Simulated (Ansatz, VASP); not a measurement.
## Two plane-wave programs on AlIn2N3

```
Al In N
1.0
     5.28242    0.00000    0.00000
    -2.64121    4.57471    0.00000
     0.00000    0.00000    4.08178
Al In N
1 2 3
Direct
  0.00000 0.00000 0.00000
  0.33333 0.66667 0.00000
  0.66667 0.33333 0.00000
  0.50000 0.00000 0.50000
  0.50000 0.50000 0.50000
  0.00000 0.50000 0.50000
```

Change from the starting cell: species swapped into the CeAl3Pd2 type (P6/mmm, No. 191).

Alike in both runs: task single point; functional PBE; k mesh 6 × 6 × 4; occupations gaussian, width 0.1 eV; no spin polarisation.

|  | VASP | Ansatz |
| --- | --- | --- |
| version | VASP 6.6.1 | Ansatz 0.2.0 |
| potentials or method | VASP PAW PBE potentials, release 64 (Al, In_d, N), cutoff 520 eV | scalar-relativistic, plane waves, PAW |
| valence electrons in the cell | 44 | 44 |

Ansatz gave:

- gap on the k mesh at the Fermi level (eV): none
- pressure (GPa): -7.4
- traceless stress, the component that is largest in VASP (GPa): -17.82

Task: Estimate VASP's values.

Result: gap on the k mesh at the Fermi level (eV): none; pressure (GPa): -7.4; traceless stress, the component that is largest in VASP (GPa): -17.72.

A gap of «none» marks a metal or a gap that the smearing closes.

The k mesh is coarse, so the values compare programs but aren't converged.
